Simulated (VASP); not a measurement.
**AlN: single point with PBE**

AlN:

```
Al N
1.0
    -1.56512   -2.71087    5.01798
     1.56512   -2.71087    0.00000
     7.82560    1.62652    6.02158
Al N
8 8
Direct
  0.64834 0.97951 0.09812
  0.74834 0.32951 0.84812
  0.34834 0.42951 0.34812
  0.04834 0.87951 0.59812
  0.89834 0.18785 0.30645
  0.19834 0.73785 0.05645
  0.59834 0.63785 0.55645
  0.29834 0.08785 0.80645
  0.91542 0.76966 0.19350
  0.01542 0.11966 0.94350
  0.61542 0.21966 0.44350
  0.31542 0.66966 0.69350
  0.16542 0.97800 0.40183
  0.46542 0.52800 0.15183
  0.86542 0.42800 0.65183
  0.56542 0.87800 0.90183
```

| Property | Result |
| --- | --- |
| Program | VASP 6.6.1 |
| Task | single point |
| Functional | PBE |
| Potentials or basis | VASP PAW PBE potentials, release 64 (Al, N) |
| Cutoff | 520 eV |
| k mesh | 4 × 8 × 3 |
| Occupations | gaussian, width 0.05 eV |
| Spin | no spin polarisation |
| Dipole correction | no |
| Further INCAR settings | LREAL = Auto; ALGO = Normal; EDIFF = 1e-06; NBANDS = 46 |

| Quantity | Value |
| --- | --- |
| Pressure | 2.1 GPa |
| Largest force | 2.692 eV/Å |
| Band gap on the k mesh | 1.58 eV, indirect (least direct gap 1.70 eV) |

Forces on the atoms (eV/Å):
```
Al  -0.316  0.920  1.003
Al  -1.722 -1.588 -0.259
Al   0.393  0.359  0.214
Al   0.076  0.042  0.042
Al   0.164  0.080  0.117
Al   1.681  1.428  1.043
Al  -0.017 -0.007 -0.007
Al  -0.808 -1.279 -1.456
N    1.076  1.672  0.894
N   -1.332 -1.847 -1.435
N    0.005  0.024 -0.080
N   -0.136 -0.150  0.176
N   -0.128 -0.011  0.049
N    0.819  1.579  0.082
N   -0.007 -0.045 -0.032
N    0.253 -1.177 -0.351
```

Stress tensor (GPa, compression positive):
```
 3.26  7.53  6.43
 7.53  8.54 10.91
 6.43 10.91 -5.53
```

Levels at points of the mesh, in eV from the valence-band top:
| k point | band 30 | band 31 | band 32 | band 33 | band 34 | band 35 |
| --- | --- | --- | --- | --- | --- | --- |
| (0.00, 0.00, 0.00) | -0.66 | -0.30 | -0.11 | 1.58 | 3.72 | 4.30 |
| (0.50, 0.00, 0.00) | -0.74 | -0.48 | 0.00 | 2.85 | 3.98 | 4.99 |
| (0.00, 0.50, 0.00) | -1.63 | -0.89 | -0.60 | 2.18 | 3.65 | 4.26 |
| (0.50, 0.50, 0.00) | -1.81 | -0.87 | -0.70 | 2.07 | 3.87 | 4.54 |

Run time: 19 min on 1 thread of Oxide Virtual Turin-like Processor, on a shared host, peak memory 0.39 GiB.

Caveat: forces of over 1 eV/Å act on the atoms, so gaps and moduli don't describe the material at rest. PBE gaps usually lie below the measured ones, often by a third to a half.
